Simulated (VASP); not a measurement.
Write the native input for VASP 6.6.1 that does the following.

```yaml
Task: single point
Functional: LDA
Potentials_or_basis: VASP PAW LDA potentials, release 64 (Ga_d, Sb)
Cutoff: 520 eV
k_mesh: 12 × 12 × 12
Occupations: gaussian, width 0.1 eV
Spin: no spin polarisation
Dipole_correction: no
Further_INCAR_settings: ALGO = Normal; EDIFF = 1e-07; NBANDS = 16
```

The structure of GaSb lies in POSCAR:

```
GaSb
1.0
    0.0000000000      3.0250672251      3.0250672251
    3.0250672251      0.0000000000      3.0250672251
    3.0250672251      3.0250672251      0.0000000000
Ga Sb
1 1
Direct
    0.0000000000      0.0000000000      0.0000000000
    0.7500000000      0.7500000000      0.7500000000
```

These files were run (other wordings do the same):

INCAR

```
ALGO     = Normal         # electronic algorithm
EDIFF    = 1E-7           # SCF threshold, eV
ENCUT    = 520            # plane-wave cutoff, eV
GGA      = CA             # functional
ISIF     = 2              # what is computed and relaxed
ISMEAR   = 0              # smearing method
LASPH    = T              # aspherical terms in the spheres
LCHARG   = F              # write CHGCAR
LREAL    = F              # projectors in reciprocal space
LWAVE    = F              # write WAVECAR
NBANDS   = 16             # bands
NELM     = 80             # most SCF steps
PREC     = Accurate       # precision mode
SIGMA    = 0.1            # smearing width, eV
```

KPOINTS

```
k-points
0
Gamma
  12 12 12
```

Potentials or basis: VASP PAW LDA potentials, release 64 (Ga_d, Sb).

Command:

```bash
$ cat potpaw_LDA.64/Ga_d/POTCAR potpaw_LDA.64/Sb/POTCAR > POTCAR
$ mpirun -np 1 vasp_std > vasp.out
```

Results of the run:

```yaml
Pressure: 0.2 GPa
```

Wall time 45 s on 1 thread of Intel(R) Xeon(R) Platinum 8259CL CPU @ 2.50GHz (Skylake/Cascade Lake) (shared host), peak memory 0.2 GiB.
